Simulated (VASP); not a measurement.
# Sc (Fm-3m) in VASP: a series of runs, part 2 of 2

VASP 6.6.1. The steps go on from the part before.

## Step 4: Single point, PBE

INCAR

```
PREC = Accurate
ENCUT = 520
EDIFF = 1E-6
ISMEAR = -5
SIGMA = 0.1
LREAL = F
LASPH = T
NELM = 60
ALGO = Normal
ISIF = 2
LWAVE = F
LCHARG = F
GGA = PE
NBANDS = 12
```

KPOINTS

```
Automatic mesh
0
Gamma
  12 12 12
```

POSCAR

```
Sc
1.0
    0.0000000000      2.2705000000      2.2705000000
    2.2705000000      0.0000000000      2.2705000000
    2.2705000000      2.2705000000      0.0000000000
Sc
1
Direct
    0.0000000000      0.0000000000      0.0000000000
```

Potentials or basis: VASP PAW PBE potentials, release 64 (Sc_sv).

Run with:

```bash
$ cat potpaw_PBE.64/Sc_sv/POTCAR > POTCAR
$ mpirun -np 1 vasp_std > vasp.out
```

OUTCAR:

```text
PREC = Accurate
   ENCUT = 520
   EDIFF = 1E-6
   ISMEAR = -5
   LREAL = F
   LASPH = T
   NELM = 60
   ISIF = 2
   GGA = PE

 ion  position               nearest neighbor table
   1  0.000  0.000  0.000-

  LATTYP: Found a face centered cubic cell.
 ALAT       =     4.5410000000

  Lattice vectors:

 A1 = (   0.0000000000,   2.2705000000,   2.2705000000)
 A2 = (   2.2705000000,   0.0000000000,   2.2705000000)
 A3 = (   2.2705000000,   2.2705000000,   0.0000000000)

Analysis of symmetry for initial positions (statically):
=====================================================================
 Subroutine PRICEL returns:
 Original cell was already a primitive cell.

 Routine SETGRP: Setting up the symmetry group for a
 face centered cubic supercell.

 Subroutine GETGRP returns: Found 48 space group operations
 (whereof 48 operations were pure point group operations)
 out of a pool of 48 trial point group operations.

The static configuration has the point symmetry O_h .

Analysis of symmetry for dynamics (positions and initial velocities):
=====================================================================
 Subroutine PRICEL returns:
 Original cell was already a primitive cell.

 Routine SETGRP: Setting up the symmetry group for a
 face centered cubic supercell.

 Subroutine GETGRP returns: Found 48 space group operations
 (whereof 48 operations were pure point group operations)
 out of a pool of 48 trial point group operations.

The dynamic configuration has the point symmetry O_h .

 Subroutine INISYM returns: Found 48 space group operations
 (whereof 48 operations are pure point group operations),
 and found     1 'primitive' translations

----------------------------------------------------------------------------------------

                                     Primitive cell

  volume of cell :      23.4096

  direct lattice vectors                    reciprocal lattice vectors
     0.000000000  2.270500000  2.270500000    -0.220215811  0.220215811  0.220215811
     2.270500000  0.000000000  2.270500000     0.220215811 -0.220215811  0.220215811
     2.270500000  2.270500000  0.000000000     0.220215811  0.220215811 -0.220215811

  length of vectors
     3.210971893  3.210971893  3.210971893     0.381424974  0.381424974  0.381424974

  position of ions in fractional coordinates (direct lattice)
     0.000000000  0.000000000  0.000000000

  ion indices of the primitive-cell ions
   primitive index   ion index
                 1           1

----------------------------------------------------------------------------------------

 KPOINTS: Automatic mesh

Automatic generation of k-mesh.
 Grid dimensions read from file:
 generate k-points for:   12   12   12

 Generating k-lattice:

  Cartesian coordinates                     Fractional coordinates (reciprocal lattice)
    -0.018351318  0.018351318  0.018351318     0.083333333  0.000000000  0.000000000
     0.018351318 -0.018351318  0.018351318     0.000000000  0.083333333  0.000000000
     0.018351318  0.018351318 -0.018351318     0.000000000  0.000000000  0.083333333

  Length of vectors
     0.031785415  0.031785415  0.031785415

  Shift w.r.t. Gamma in fractional coordinates (k-lattice)
     0.000000000  0.000000000  0.000000000

 TETIRR: Found    247 inequivalent tetrahedra from    10368

 Subroutine IBZKPT returns following result:
 ===========================================

 Found     72 irreducible k-points:

 Following reciprocal coordinates:
            Coordinates               Weight
  0.000000  0.000000  0.000000      1.000000
  0.083333  0.000000  0.000000      8.000000
  0.166667  0.000000  0.000000      8.000000
  0.250000  0.000000  0.000000      8.000000
  0.333333  0.000000  0.000000      8.000000
  0.416667  0.000000  0.000000      8.000000
[... 16 lines left out ...]
  0.500000  0.166667  0.000000     24.000000
 -0.416667  0.166667  0.000000     24.000000
 [... further k-points ...]
   k-points           NKPTS =     72   k-points in BZ     NKDIM =     72   number of bands    NBANDS=     12
   number of dos      NEDOS =    301   number of ions     NIONS =      1
   total plane-waves  NPLWV =  13824
   dimension x,y,z NGX =    24 NGY =   24 NGZ =   24
   dimension x,y,z NGXF=    48 NGYF=   48 NGZF=   48
   ions per type =               1
   NGX,Y,Z   is equivalent  to a cutoff of  12.43, 12.43, 12.43 a.u.
   NGXF,Y,Z  is equivalent  to a cutoff of  24.85, 24.85, 24.85 a.u.
 SYSTEM =  unknown system
   PREC   = accura    normal or accurate (medium, high low for compatibility)
   ISTART =      0    job   : 0-new  1-cont  2-samecut
   ICHARG =      2    charge: 1-file 2-atom 10-const
   ISPIN  =      1    spin polarized calculation?
   LNONCOLLINEAR =      F non collinear calculations
   LSORBIT =      F    spin-orbit coupling
   LASPH  =      T    aspherical Exc in radial PAW
   ENCUT  =  520.0 eV  38.22 Ry    6.18 a.u.   5.97  5.97  5.97*2*pi/ulx,y,z
   NELM   =     60;   NELMIN=  2; NELMDL= -5     # of ELM steps
   EDIFF  = 0.1E-05   stopping-criterion for ELM
   LREAL  =      F    real-space projection
   EDIFFG = 0.1E-04   stopping-criterion for IOM
   NSW    =      0    number of steps for IOM
   IBRION =     -1    ionic relax: 0-MD 1-quasi-New 2-CG
   NFREE  =      0    steps in history (QN), initial steepest desc. (CG)
   ISIF   =      2    stress and relaxation
   ISYM   =      2    0-nonsym 1-usesym 2-fastsym
   POTIM  = 0.5000    time-step for ionic-motion
   TEBEG  =    0.0;   TEEND  =   0.0 temperature during run
   PSTRESS=    0.0 pullay stress
   NELECT =      11.0000    total number of electrons
   NUPDOWN=      -1.0000    fix difference up-down
   EMIN   =  10.00;   EMAX   =-10.00  energy-range for DOS
   EFERMI =   0.00;   METHOD = LEGACY
   ISMEAR =    -5;   SIGMA  =   0.10  broadening in eV -4-tet -1-fermi 0-gaus
   EFERMI_NEDOS =   21; number of points for ismear=-14 and -15
   IALGO  =     38    algorithm
   IMIX   =      4    mixing-type and parameters
     AMIX     =   0.40;   BMIX     =  1.00
     AMIX_MAG =   1.60;   BMIX_MAG =  1.00
  volume/ion in A,a.u.               =      23.41       157.98
  Fermi-wavevector in a.u.,A,eV,Ry     =   1.272744  2.405136 22.039751  1.619876
  Thomas-Fermi vector in A             =   2.405605
   LORBIT       =      0    0 simple, 1 ext, 2 COOP (PROOUT), +10 PAW based schemes
   GGA     = PE    functional components
   LHFCALC =     F    Hartree Fock is set to
   AEXX    =    0.0000 exact exchange contribution
   IVDW    =     0    specifies the selected vdW correction
   LEPSILON=     F    determine dielectric tensor
   LRPA    =     F    only Hartree local field effects (RPA)
 non-spin polarized calculation
 Fermi weights with tetrahedron method with Bloechl corrections
  energy-cutoff  :      520.00
  volume of cell :       23.41
 maximum number of plane-waves:       648
   NGX = 11   NGY = 11   NGZ = 11

 number of electron      10.9999998 magnetization

 Free energy of the ion-electron system (eV)
  ---------------------------------------------------
  ext. energy  EPLUGINS =         0.00000000
  ---------------------------------------------------
  free energy    TOTEN  =        -6.18993273 eV

  energy without entropy =       -6.18993273  energy(sigma->0) =       -6.18993273

 E-fermi :   4.0433     XC(G=0): -10.0821

 val. band max:        4.0987452641   @ k =  -0.2500   0.4167   0.1667
 cond. band min:       4.0829425087   @ k =   0.5000   0.3333   0.1667
 fundamental gap:     -0.0158027554
 Fermi energy:         4.0432531348

 k-point     1 :       0.0000    0.0000    0.0000
  band No.  band energies     occupation
      1     -45.2436      2.00000
      2     -23.6291      2.00000
      3     -23.6291      2.00000
      4     -23.6291      2.00000
      5      -1.2359      2.00000
      6       5.7053      0.00000
      7       5.7053      0.00000
      8       5.7053      0.00000
      9       7.1805      0.00000
     10       7.1805      0.00000
     11      16.8376      0.00000
     12      20.4408      0.00000
[... 331 lines left out ...]
 k-point    24 :      -0.4167    0.1667    0.0000
  band No.  band energies     occupation
      1     -45.1624      2.00000
      2     -24.0545      2.00000
      3     -23.7753      2.00000
      4     -23.7071      2.00000
      5       2.7544      2.00000
      6       3.9898      1.48762
      7       5.1394      0.00000
      8       6.0154      0.00000
      9       7.9290      0.00000
     10       8.9139      0.00000
     11      11.2093      0.00000
     12      15.7234      0.00000

 [... further k-points ...]
[... 5 lines left out ...]
  --------------------------------------------------------------------------------------
  -------------------------------------------------------------------------------------
  Total        0.4175852      0.4175852      0.4175852     -0.0000000     -0.0000000     -0.0000000
  in kB       28.5799293     28.5799293     28.5799293     -0.0000000     -0.0000000     -0.0000000
  external PRESSURE =      28.5799293 kB  Pullay stress =       0.0000000 kB

 VOLUME and BASIS-vectors are now :
 -----------------------------------------------------------------------------
  energy-cutoff  :      520.00
  volume of cell :       23.41
      direct lattice vectors                 reciprocal lattice vectors
     0.000000000  2.270500000  2.270500000    -0.220215811  0.220215811  0.220215811
     2.270500000  0.000000000  2.270500000     0.220215811 -0.220215811  0.220215811
     2.270500000  2.270500000  0.000000000     0.220215811  0.220215811 -0.220215811

 POSITION                                       TOTAL-FORCE (eV/Angst)
 -----------------------------------------------------------------------------------
      0.00000      0.00000      0.00000         0.000000     -0.000000     -0.000000
 -----------------------------------------------------------------------------------
    total drift:                               -0.000000      0.000000      0.000000

  FREE ENERGIE OF THE ION-ELECTRON SYSTEM (eV)
  ---------------------------------------------------
  free  energy   TOTEN  =        -6.1899327341 eV

  energy  without entropy=       -6.1899327341  energy(sigma->0) =       -6.18993273
```

OSZICAR:

```text
N       E                     dE             d eps       ncg     rms          rms(c)
DAV:   1     0.765465693317E+02    0.76547E+02   -0.50435E+03  1736   0.905E+02
DAV:   2    -0.540765240053E+01   -0.81954E+02   -0.80377E+02  1728   0.290E+02
DAV:   3    -0.681311521616E+01   -0.14055E+01   -0.13836E+01  2296   0.504E+01
DAV:   4    -0.683517787002E+01   -0.22063E-01   -0.22002E-01  2208   0.491E+00
DAV:   5    -0.683548165827E+01   -0.30379E-03   -0.30362E-03  2296   0.531E-01    0.558E+00
DAV:   6    -0.626621645060E+01    0.56927E+00   -0.85865E-01  2584   0.134E+01    0.166E+00
DAV:   7    -0.619434834857E+01    0.71868E-01   -0.16374E-01  2720   0.561E+00    0.543E-01
DAV:   8    -0.619038782453E+01    0.39605E-02   -0.11831E-02  2132   0.155E+00    0.153E-01
DAV:   9    -0.618992815930E+01    0.45967E-03   -0.16728E-03  2600   0.606E-01    0.289E-02
DAV:  10    -0.618993537212E+01   -0.72128E-05   -0.56467E-05  2692   0.921E-02    0.663E-03
DAV:  11    -0.618993273533E+01    0.26368E-05   -0.26863E-06  2584   0.242E-02    0.887E-04
DAV:  12    -0.618993273409E+01    0.12406E-08   -0.33201E-08  1044   0.263E-03
   1 F= -.61899327E+01 E0= -.61899327E+01  d E =0.000000E+00
```

It took 12 s on 1 thread of Intel Xeon Platinum 8259CL at 2.50GHz (Skylake/Cascade Lake), shared host; peak memory 0.15 GiB.

What came out:

- Free energy: -6.1899 eV
- Pressure: 2.9 GPa

Levels at points of the mesh, in eV from the Fermi level:
| k point | band 1 | band 2 | band 3 | band 4 | band 5 | band 6 | band 7 | band 8 | band 9 | band 10 |
| --- | --- | --- | --- | --- | --- | --- | --- | --- | --- | --- |
| (0.00, 0.00, 0.00) | -49.29 | -27.67 | -27.67 | -27.67 | -5.28 | 1.66 | 1.66 | 1.66 | 3.14 | 3.14 |
| (0.50, 0.00, 0.00) | -49.21 | -28.14 | -27.73 | -27.73 | -1.82 | 0.33 | 1.54 | 1.54 | 4.09 | 4.09 |
| (0.50, 0.50, 0.00) | -49.19 | -28.11 | -27.84 | -27.84 | -1.62 | -0.69 | 2.11 | 4.09 | 4.34 | 4.34 |

Caveat: tetrahedron occupations give inexact forces and stress in metals.

## Step 5: Summary

```csv
smearing,gap on the mesh (eV),pressure (GPa)
fermi-dirac 0.15 eV,none,3.5
methfessel-paxton 0.2 eV,none,2.9
tetrahedron,none,2.9
```

Alike in all rows: task single point; level PBE; potentials or basis VASP PAW PBE potentials, release 64 (Sc_sv); no spin polarisation; cell as given; k mesh 12 × 12 × 12; cutoff (eV) 520.

Every run on the cell as given and a fine mesh finds a metal.

Caveats: tetrahedron occupations give inexact forces and stress in metals (some runs).

Total energies depend on the potentials used, so only differences within one code and one set of settings carry meaning.
